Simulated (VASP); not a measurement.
Here is a VASP 6.6.1 calculation.

INCAR

```
SYSTEM = In3Se
PREC = Accurate
ENCUT = 520
EDIFF = 1E-7
ISMEAR = -1
SIGMA = 0.05
LREAL = .FALSE.
LASPH = .TRUE.
NELM = 100
ALGO = Normal
ISIF = 2
LWAVE = .FALSE.
LCHARG = .TRUE.
GGA = PS
LELF = .TRUE.
LVHAR = .TRUE.
NBANDS = 30
```

The input KPOINTS:

```
Automatic mesh
0
G
  6 6 6
  0 0 0
```

The input POSCAR:

```
In3Se
1.0
    4.8669725914      0.0000000000      0.0000000000
    0.0000000000      4.8669725914      0.0000000000
    0.0000000000      0.0000000000      4.8669725914
In Se
3 1
Direct
    0.5000000000      0.5000000000      0.0000000000
    0.5000000000      0.0000000000      0.5000000000
    0.0000000000      0.5000000000      0.5000000000
    0.0000000000      0.0000000000      0.0000000000
```

Potentials or basis: VASP PAW PBE potentials, release 64 (In_d, Se).

Run with:

```bash
$ cat potpaw_PBE.64/In_d/POTCAR potpaw_PBE.64/Se/POTCAR > POTCAR
$ mpirun -np 1 vasp_std > vasp.out
```

Predict the band gap on the k mesh.

zero (an odd number of electrons rules out a gap without spin polarisation).

Estimate the pressure.

-3.9 GPa.

Caveat: the cell stands under tension; the PAW data sets were made with another functional, which shifts forces and pressure a little; spin-orbit coupling is left out, which moves the levels of the heavy elements.
